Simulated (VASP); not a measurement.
Input of a VASP 6.6.1 run:

The input POSCAR:

```
BaS
1.0
    0.0000000000      3.1472562800      3.1472562800
    3.1472562800      0.0000000000      3.1472562800
    3.1472562800      3.1472562800      0.0000000000
Ba S
1 1
Direct
    0.0000000000      0.0000000000      0.0000000000
    0.5000000000      0.5000000000      0.5000000000
```

The input INCAR.step1:

```
  PREC = Accurate
  ENCUT = 520
  ISMEAR = -1
  SIGMA = 0.02
  LREAL = F
  LASPH = T
  NELM = 60
  GGA = PE
  ALGO = Normal
  EDIFF = 1E-4
  LWAVE = T
  LCHARG = F
```

The input INCAR.step2:

```
  PREC = Accurate
  ENCUT = 520
  EDIFF = 1E-6
  ISMEAR = -1
  SIGMA = 0.02
  LREAL = F
  LASPH = T
  NELM = 60
  ALGO = Normal
  ISIF = 2
  LWAVE = F
  LCHARG = F
  METAGGA = R2SCAN
  LMIXTAU = T
  IBRION = 2
  NSW = 50
  EDIFFG = -0.01
  ISTART = 1
```

The input KPOINTS:

```
regular mesh
0
Gamma
  8 8 8
```

Potentials or basis: VASP PAW PBE potentials, release 64 (Ba_sv, S).

Launch:

```console
$ cat potpaw_PBE.64/Ba_sv/POTCAR potpaw_PBE.64/S/POTCAR > POTCAR
$ cp INCAR.step1 INCAR
$ mpirun -np 1 vasp_std > vasp.out
$ cp INCAR.step2 INCAR
$ mpirun -np 1 vasp_std > vasp.out
```

**Question.** What does it give for the band gap on the k mesh?

**Answer.** 2.38 eV (least direct gap 2.49 eV).

Final structure:
```
CELL_PARAMETERS angstrom
0.00000 3.14726 3.14726
3.14726 0.00000 3.14726
3.14726 3.14726 0.00000
ATOMIC_POSITIONS crystal
Ba 0.00000 0.00000 0.00000
S 0.50000 0.50000 0.50000
```

Caveat: the relaxation stopped at its first step, so nothing moved; spin-orbit coupling is left out, which moves the levels of the heavy elements. r2SCAN opens gaps a little over a GGA but as a rule still falls short of measured ones.
